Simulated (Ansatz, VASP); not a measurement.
## BaTiO3 in VASP and in Ansatz

```
Ba Ti O
1.0
     4.01925    0.00000    0.00000
     0.00000    4.01925    0.00000
     0.00000    0.00000    4.01925
Ba Ti O
1 1 3
Cartesian
  2.0096 2.0096 2.0096
  0.0000 0.0000 0.0000
  2.0096 0.0283 0.0283
  0.0000 2.0096 0.0000
  0.0000 0.0000 2.0096
```

Alike in both runs: task single point; functional PBE; k mesh 8 × 8 × 8; occupations gaussian, width 0.05 eV; no spin polarisation.

|  | VASP | Ansatz |
| --- | --- | --- |
| version | VASP 6.6.1 | Ansatz 0.2.0 |
| potentials or method | VASP PAW PBE potentials, release 64 (Ba_sv, Ti_sv, O), cutoff 520 eV | scalar-relativistic, plane waves, PAW |
| valence electrons in the cell | 40 | 40 |

|  | VASP | Ansatz | Ansatz less VASP |
| --- | --- | --- | --- |
| gap on the k mesh at the Fermi level (eV) | 1.72 | 1.78 | +0.064 |
| least direct gap on the mesh (eV) | 1.88 | 1.90 | +0.026 |
| pressure (GPa) | 1.7 | 0.0 | -1.71 |
| rms of the force components (eV/Å) | 0.075 | 0.072 | -0.0023 |

Atom by atom the forces differ by 0.004 eV/Å (rms over components).

Neither program's run includes spin-orbit coupling.
